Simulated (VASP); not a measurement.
# KCl in VASP: settings compared, part 2 of 2

VASP 6.6.1.

### Step 3. Single point, PBE (shear xy strain +0.5%)

INCAR reads:

```
SYSTEM = KCl
  ALGO = Normal
  EDIFF = 1E-7
  ENCUT = 520
  GGA = PE
  ISIF = 2
  ISMEAR = 0
  LASPH = .True.
  LCHARG = .False.
  LREAL = .False.
  LWAVE = .False.
  NBANDS = 15
  NELM = 100
  PREC = Accurate
  SIGMA = 0.01
```

KPOINTS reads:

```
k-points
0
Gamma
  4 4 4
  0 0 0
```

POSCAR reads:

```
KCl
1.0
    0.0078621208      3.1448483095      3.1448483095
    3.1448483095      0.0078621208      3.1448483095
    3.1527104303      3.1527104303      0.0000000000
K Cl
1 1
Direct
    0.0000000000      0.0000000000      0.0000000000
    0.5000000000      0.5000000000      0.5000000000
```

Potentials or basis: VASP PAW PBE potentials, release 64 (K_sv, Cl).

On the command line:

```sh
> cat potpaw_PBE.64/K_sv/POTCAR potpaw_PBE.64/Cl/POTCAR > POTCAR
> mpirun -np 1 vasp_std > vasp.out
```

OUTCAR:

```text
SYSTEM = KCl
   EDIFF = 1E-7
   ENCUT = 520
   GGA = PE
   ISIF = 2
   ISMEAR = 0
   LASPH = .True.
   LREAL = .False.
   NELM = 100
   PREC = Accurate

 ion  position               nearest neighbor table
   1  0.000  0.000  0.000-   2 3.14   2 3.14   2 3.14   2 3.14   2 3.14   2 3.14
   2  0.500  0.500  0.500-   1 3.14   1 3.14   1 3.14   1 3.14   1 3.14   1 3.14

  LATTYP: Found a body centered orthorhombic cell.
 ALAT       =     4.4363684130
 B/A-ratio  =     1.0050125313
 C/A-ratio  =     1.4177579573

  Lattice vectors:

 A1 = (   3.1448483095,   0.0078621208,  -3.1448483095)
 A2 = (  -3.1448483095,  -0.0078621208,  -3.1448483095)
 A3 = (   0.0078621208,   3.1448483095,   3.1448483095)

Analysis of symmetry for initial positions (statically):
=====================================================================
 Subroutine PRICEL returns:
 Original cell was already a primitive cell.

 Routine SETGRP: Setting up the symmetry group for a
 body centered orthorhombic supercell.

 Subroutine GETGRP returns: Found  8 space group operations
 (whereof  8 operations were pure point group operations)
 out of a pool of  8 trial point group operations.

The static configuration has the point symmetry D_2h.

Analysis of symmetry for dynamics (positions and initial velocities):
=====================================================================
 Subroutine PRICEL returns:
 Original cell was already a primitive cell.

 Routine SETGRP: Setting up the symmetry group for a
 body centered orthorhombic supercell.

 Subroutine GETGRP returns: Found  8 space group operations
 (whereof  8 operations were pure point group operations)
 out of a pool of  8 trial point group operations.

The dynamic configuration has the point symmetry D_2h.

 Subroutine INISYM returns: Found  8 space group operations
 (whereof  8 operations are pure point group operations),
 and found     1 'primitive' translations

----------------------------------------------------------------------------------------

                                     Primitive cell

  volume of cell :      62.2052

  direct lattice vectors                    reciprocal lattice vectors
     0.007862121  3.144848309  3.144848309    -0.159388652  0.159388652  0.158990180
     3.144848309  0.007862121  3.144848309     0.159388652 -0.159388652  0.158990180
     3.152710430  3.152710430  0.000000000     0.158593696  0.158593696 -0.158990180

  length of vectors
     4.447494080  4.447494080  4.458605849     0.275839378  0.275839378  0.274921440

  position of ions in fractional coordinates (direct lattice)
     0.000000000  0.000000000  0.000000000
     0.500000000  0.500000000  0.500000000

  ion indices of the primitive-cell ions
   primitive index   ion index
                 1           1
                 2           2

----------------------------------------------------------------------------------------

 KPOINTS: k-points

Automatic generation of k-mesh.
 Grid dimensions read from file:
 generate k-points for:    4    4    4
[... 25 lines left out ...]
  0.500000  0.250000  0.000000      4.000000
 -0.250000  0.250000  0.000000      2.000000
[... 10 lines left out ...]
  0.250000  0.250000  0.500000      2.000000
 -0.250000  0.250000  0.500000      2.000000
   k-points           NKPTS =     18   k-points in BZ     NKDIM =     18   number of bands    NBANDS=     15
   number of dos      NEDOS =    301   number of ions     NIONS =      2
   total plane-waves  NPLWV =  46656
   dimension x,y,z NGX =    36 NGY =   36 NGZ =   36
   dimension x,y,z NGXF=    72 NGYF=   72 NGZF=   72
   ions per type =               1   1
   NGX,Y,Z   is equivalent  to a cutoff of  13.46, 13.46, 13.42 a.u.
   NGXF,Y,Z  is equivalent  to a cutoff of  26.91, 26.91, 26.85 a.u.
 SYSTEM =  KCl
   PREC   = accura    normal or accurate (medium, high low for compatibility)
   ISTART =      0    job   : 0-new  1-cont  2-samecut
   ICHARG =      2    charge: 1-file 2-atom 10-const
   ISPIN  =      1    spin polarized calculation?
   LNONCOLLINEAR =      F non collinear calculations
   LSORBIT =      F    spin-orbit coupling
   LASPH  =      T    aspherical Exc in radial PAW
   ENCUT  =  520.0 eV  38.22 Ry    6.18 a.u.   8.27  8.27  8.29*2*pi/ulx,y,z
   NELM   =    100;   NELMIN=  2; NELMDL= -5     # of ELM steps
   EDIFF  = 0.1E-06   stopping-criterion for ELM
   LREAL  =      F    real-space projection
   EDIFFG = 0.1E-05   stopping-criterion for IOM
   NSW    =      0    number of steps for IOM
   IBRION =     -1    ionic relax: 0-MD 1-quasi-New 2-CG
   NFREE  =      0    steps in history (QN), initial steepest desc. (CG)
   ISIF   =      2    stress and relaxation
   ISYM   =      2    0-nonsym 1-usesym 2-fastsym
   POTIM  = 0.5000    time-step for ionic-motion
   TEBEG  =    0.0;   TEEND  =   0.0 temperature during run
   PSTRESS=    0.0 pullay stress
   NELECT =      16.0000    total number of electrons
   NUPDOWN=      -1.0000    fix difference up-down
   EMIN   =  10.00;   EMAX   =-10.00  energy-range for DOS
   EFERMI =   0.00;   METHOD = LEGACY
   ISMEAR =     0;   SIGMA  =   0.01  broadening in eV -4-tet -1-fermi 0-gaus
   EFERMI_NEDOS =   21; number of points for ismear=-14 and -15
   IALGO  =     38    algorithm
   IMIX   =      4    mixing-type and parameters
     AMIX     =   0.40;   BMIX     =  1.00
     AMIX_MAG =   1.60;   BMIX_MAG =  1.00
  volume/ion in A,a.u.               =      31.10       209.89
  Fermi-wavevector in a.u.,A,eV,Ry     =   1.041133  1.967455 14.748130  1.083957
  Thomas-Fermi vector in A             =   2.175740
   LORBIT       =      0    0 simple, 1 ext, 2 COOP (PROOUT), +10 PAW based schemes
   GGA     = PE    functional components
   LHFCALC =     F    Hartree Fock is set to
   AEXX    =    0.0000 exact exchange contribution
   IVDW    =     0    specifies the selected vdW correction
   LEPSILON=     F    determine dielectric tensor
   LRPA    =     F    only Hartree local field effects (RPA)
 non-spin polarized calculation
 Gauss-broadening in eV      SIGMA  =   0.01
  energy-cutoff  :      520.00
  volume of cell :       62.21
 maximum number of plane-waves:      1695
 NGX is ok and might be reduce to    36
   NGX = 17   NGY = 17   NGZ = 17

 number of electron      16.0000001 magnetization

 Free energy of the ion-electron system (eV)
  ---------------------------------------------------
  ext. energy  EPLUGINS =         0.00000000
  ---------------------------------------------------
  free energy    TOTEN  =        -6.80314553 eV

  energy without entropy =       -6.80314553  energy(sigma->0) =       -6.80314553

 E-fermi :  -1.6917     XC(G=0):  -7.5452

 val. band max:       -1.8306998597   @ k =   0.0000   0.0000   0.0000
 cond. band min:       3.3566340632   @ k =   0.0000   0.0000   0.0000
 fundamental gap:      5.1873339229
 Fermi energy:        -1.6916923507

 k-point     1 :       0.0000    0.0000    0.0000
  band No.  band energies     occupation
      1     -29.0302      2.00000
      2     -13.9548      2.00000
      3     -12.4912      2.00000
      4     -12.4910      2.00000
      5     -12.4909      2.00000
      6      -1.8401      2.00000
      7      -1.8355      2.00000
      8      -1.8307      2.00000
      9       3.3566      0.00000
     10       6.5252      0.00000
     11       6.5458      0.00000
     12       6.5664      0.00000
     13       7.4232      0.00000
     14       7.4233      0.00000
[... 293 lines left out ...]
      2     -13.9507      2.00000
      3     -12.5921      2.00000
      4     -12.5883      2.00000
      5     -12.4013      2.00000
      6      -2.3232      2.00000
      7      -2.3118      2.00000
      8      -2.3069      2.00000
      9       6.2051      0.00000
     10       6.2062      0.00000
     11       7.6390      0.00000
     12       8.0397      0.00000
     13       9.8852      0.00000
     14       9.9136      0.00000
     15      10.2391      0.00000

------------------------ aborting loop because EDIFF is reached ----------------------------------------

  FORCE on cell =-STRESS in cart. coord.  units (eV):
  Direction    XX          YY          ZZ          XY          YZ          ZX
  --------------------------------------------------------------------------------------
  -------------------------------------------------------------------------------------
  Total        0.3150201      0.3150201      0.3150099     -0.0121491      0.0000000      0.0000000
  in kB        8.1137659      8.1137659      8.1135033     -0.3129173      0.0000000      0.0000000
  external PRESSURE =       8.1136783 kB  Pullay stress =       0.0000000 kB

 VOLUME and BASIS-vectors are now :
 -----------------------------------------------------------------------------
  energy-cutoff  :      520.00
  volume of cell :       62.21
      direct lattice vectors                 reciprocal lattice vectors
     0.007862121  3.144848309  3.144848309    -0.159388652  0.159388652  0.158990180
     3.144848309  0.007862121  3.144848309     0.159388652 -0.159388652  0.158990180
     3.152710430  3.152710430  0.000000000     0.158593696  0.158593696 -0.158990180

 POSITION                                       TOTAL-FORCE (eV/Angst)
 -----------------------------------------------------------------------------------
      0.00000      0.00000      0.00000        -0.000000      0.000000      0.000000
      3.15271      3.15271      3.14485         0.000000     -0.000000      0.000000
 -----------------------------------------------------------------------------------
    total drift:                                0.000000      0.000000      0.000000

  FREE ENERGIE OF THE ION-ELECTRON SYSTEM (eV)
  ---------------------------------------------------
  free  energy   TOTEN  =        -6.8031455309 eV

  energy  without entropy=       -6.8031455309  energy(sigma->0) =       -6.80314553
```

It took 27 s on 1 thread of Intel Xeon 8259CL, shared host; peak memory 0.2 GiB.

Results:

```
Free energy            : -6.8031 eV
Pressure               : 0.8 GPa
Band gap on the k mesh : 5.19 eV
```

Levels at points of the mesh, in eV from the valence-band top:
| k point | band 5 | band 6 | band 7 | band 8 | band 9 | band 10 | band 11 | band 12 |
| --- | --- | --- | --- | --- | --- | --- | --- | --- |
| (0.00, 0.00, 0.00) | -10.66 | -0.01 | 0.00 | 0.00 | 5.19 | 8.36 | 8.38 | 8.40 |
| (0.50, 0.00, 0.00) | -10.42 | -1.06 | -0.34 | -0.33 | 7.59 | 8.61 | 10.52 | 10.55 |
| (0.50, 0.50, 0.00) | -10.72 | -0.66 | -0.24 | -0.22 | 6.53 | 8.35 | 10.08 | 10.24 |
| (0.00, 0.00, 0.50) | -10.42 | -1.06 | -0.33 | -0.32 | 7.59 | 8.60 | 10.51 | 10.54 |
| (0.50, 0.00, 0.50) | -10.72 | -0.66 | -0.23 | -0.23 | 6.53 | 8.35 | 10.08 | 10.24 |

Caveat: the k points lie up to 0.43 Å⁻¹ apart; the cell differs from its parent crystal (shear xy strain +0.5%).

### Step 4. Single point, PBE (strain -0.5%)

INCAR reads:

```
SYSTEM = KCl
  PREC = Accurate
  ENCUT = 520
  EDIFF = 1E-6
  ISMEAR = -1
  SIGMA = 0.02
  LREAL = .False.
  LASPH = .True.
  NELM = 60
  ALGO = Normal
  ISIF = 2
  LWAVE = .False.
  LCHARG = .False.
  GGA = PE
  NBANDS = 15
```

KPOINTS reads:

```
regular mesh
0
Gamma
  8 8 8
  0 0 0
```

POSCAR reads:

```
KCl
1.0
    0.0000000000      3.1291240680      3.1291240680
    3.1291240680      0.0000000000      3.1291240680
    3.1291240680      3.1291240680      0.0000000000
K Cl
1 1
Direct
    0.0000000000      0.0000000000      0.0000000000
    0.5000000000      0.5000000000      0.5000000000
```

On the command line:

```sh
> cat potpaw_PBE.64/K_sv/POTCAR potpaw_PBE.64/Cl/POTCAR > POTCAR
> mpirun -np 1 vasp_std > vasp.out
```

Run time: 41 s. Hardware: 1 thread of Intel Xeon 8259CL, shared host; peak memory 0.21 GiB.

The run converged. Its results:

```yaml
Free_energy: -6.7975 eV
Pressure: 1.1 GPa
Band_gap_on_the_k_mesh: 5.24 eV
```

Levels at points of the mesh, in eV from the valence-band top:
```tsv
k point	band 6	band 7	band 8	band 9	band 10	band 11
(0.00, 0.00, 0.00)	0.00	0.00	0.00	5.24	8.39	8.39
(0.50, 0.00, 0.00)	-1.08	-0.34	-0.34	7.64	8.67	10.58
(0.50, 0.50, 0.00)	-0.67	-0.23	-0.23	6.52	8.43	10.17
```

Caveat: the cell differs from its parent crystal (strain -0.5%).

### Step 5. Single point, PBE

This run uses another cell than the first one, of 31.10 Å³/atom.

INCAR reads:

```
PREC = Accurate ; ENCUT = 520
EDIFF = 1E-6 ; ISMEAR = -1
SIGMA = 0.02 ; LREAL = F
LASPH = T ; NELM = 100
ALGO = Normal ; ISIF = 2
LWAVE = F ; LCHARG = T
GGA = PE ; LELF = T
LVHAR = T ; NBANDS = 15
```

KPOINTS reads:

```
regular mesh
0
Gamma
  8 8 8
```

POSCAR reads:

```
KCl
1.0
    0.0000000000      3.1448483095      3.1448483095
    3.1448483095      0.0000000000      3.1448483095
    3.1448483095      3.1448483095      0.0000000000
K Cl
1 1
Direct
    0.0000000000      0.0000000000      0.0000000000
    0.5000000000      0.5000000000      0.5000000000
```

On the command line:

```sh
> cat potpaw_PBE.64/K_sv/POTCAR potpaw_PBE.64/Cl/POTCAR > POTCAR
> mpirun -np 1 vasp_std > vasp.out
```

Run time: 42 s. Hardware: 1 thread of Intel Xeon 8259CL, shared host; peak memory 0.21 GiB.

Results (log left out):

```
Free energy            : -6.8034 eV
Pressure               : 0.8 GPa
Band gap on the k mesh : 5.19 eV
```

Levels at points of the mesh, in eV from the valence-band top:
| k point | band 4 | band 5 | band 6 | band 7 | band 8 | band 9 | band 10 | band 11 | band 12 | band 13 |
| --- | --- | --- | --- | --- | --- | --- | --- | --- | --- | --- |
| (0.00, 0.00, 0.00) | -10.66 | -10.66 | 0.00 | 0.00 | 0.00 | 5.19 | 8.38 | 8.38 | 8.38 | 9.26 |
| (0.50, 0.00, 0.00) | -10.66 | -10.41 | -1.06 | -0.33 | -0.33 | 7.60 | 8.61 | 10.53 | 10.53 | 11.42 |
| (0.50, 0.50, 0.00) | -10.71 | -10.71 | -0.66 | -0.22 | -0.22 | 6.53 | 8.36 | 10.08 | 10.24 | 10.63 |

### Step 6. Single point, r2SCAN (strain -0.5%)

POSCAR reads:

```
KCl
1.0
    0.0000000000      3.1291240680      3.1291240680
    3.1291240680      0.0000000000      3.1291240680
    3.1291240680      3.1291240680      0.0000000000
K Cl
1 1
Direct
    0.0000000000      0.0000000000      0.0000000000
    0.5000000000      0.5000000000      0.5000000000
```

INCAR.step1 reads:

```
SYSTEM = KCl
ALGO = Normal ; EDIFF = 1E-4
ENCUT = 520 ; GGA = PE
ISMEAR = 0 ; LASPH = .True.
LCHARG = .False. ; LREAL = .False.
LWAVE = .True. ; NBANDS = 15
NELM = 60 ; PREC = Accurate
SIGMA = 0.01
```

INCAR.step2 reads:

```
SYSTEM = KCl
ALGO = Normal ; EDIFF = 1E-6
ENCUT = 520 ; ISIF = 2
ISMEAR = 0 ; ISTART = 1
LASPH = .True. ; LCHARG = .False.
LMIXTAU = .True. ; LREAL = .False.
LWAVE = .False. ; METAGGA = R2SCAN
NBANDS = 15 ; NELM = 60
PREC = Accurate ; SIGMA = 0.01
```

KPOINTS reads:

```
k-points
0
Gamma
  8 8 8
  0 0 0
```

Potentials or basis: VASP PAW PBE potentials, release 64 (K_sv, Cl).

On the command line:

```sh
> cat potpaw_PBE.64/K_sv/POTCAR potpaw_PBE.64/Cl/POTCAR > POTCAR
> cp INCAR.step1 INCAR
> mpirun -np 1 vasp_std > vasp.out
> cp INCAR.step2 INCAR
> mpirun -np 1 vasp_std > vasp.out
```

It took 2.4 min on 1 thread of Intel Xeon 8259CL, shared host; peak memory 0.23 GiB.

The run converged. Its results:

- Free energy: -16.5052 eV
- Pressure: 0.3 GPa
- Band gap on the k mesh: 5.89 eV

Levels at points of the mesh, in eV from the valence-band top:
```
           k point  band 4  band 5  band 6  band 7  band 8  band 9  band 10  band 11  band 12  band 13
(0.00, 0.00, 0.00)  -10.92  -10.92    0.00    0.00    0.00    5.89     9.04     9.04     9.04    10.09
(0.50, 0.00, 0.00)  -10.93  -10.69   -1.07   -0.33   -0.33    8.18     9.31    11.38    11.38    12.24
(0.50, 0.50, 0.00)  -10.98  -10.98   -0.68   -0.23   -0.23    7.02     9.29    10.80    11.14    11.63
```

Caveat: the cell differs from its parent crystal (strain -0.5%); the PAW data sets were made with another functional, which shifts forces and pressure a little. A k mesh can miss the band edges.

### Step 7. Overview

| level | cell | k mesh | smearing | gap on the mesh (eV) | pressure (GPa) |
| --- | --- | --- | --- | --- | --- |
| PBE | a = 4.392, b = 4.392, c = 4.447 Å, angles 59.6, 59.6, 60.8°, 2 atoms | 4 × 4 × 4 | gaussian 0.01 eV | 5.26 | 1.4 |
| PBE | a = 4.447, b = 4.447, c = 4.459 Å, angles 59.9, 59.9, 59.8°, 2 atoms | 4 × 4 × 4 | gaussian 0.01 eV | 5.19 | 0.8 |
| PBE | a = 4.425 Å, angles 60.0°, 2 atoms | 8 × 8 × 8 | fermi-dirac 0.02 eV | 5.24 | 1.1 |
| PBE | a = 4.447 Å, angles 60.0°, 2 atoms | 8 × 8 × 8 | fermi-dirac 0.02 eV | 5.19 | 0.8 |
| r2SCAN | a = 4.425 Å, angles 60.0°, 2 atoms | 8 × 8 × 8 | gaussian 0.01 eV | 5.89 | 0.3 |

Alike in all rows: task single point; potentials or basis VASP PAW PBE potentials, release 64 (K_sv, Cl); no spin polarisation; cutoff (eV) 520.

Caveats: some runs use coarse meshes; the PAW data sets were made with another functional, which shifts forces and pressure a little (at least some runs).

Total energies depend on the potentials used, so only differences within one code and one set of settings carry meaning.
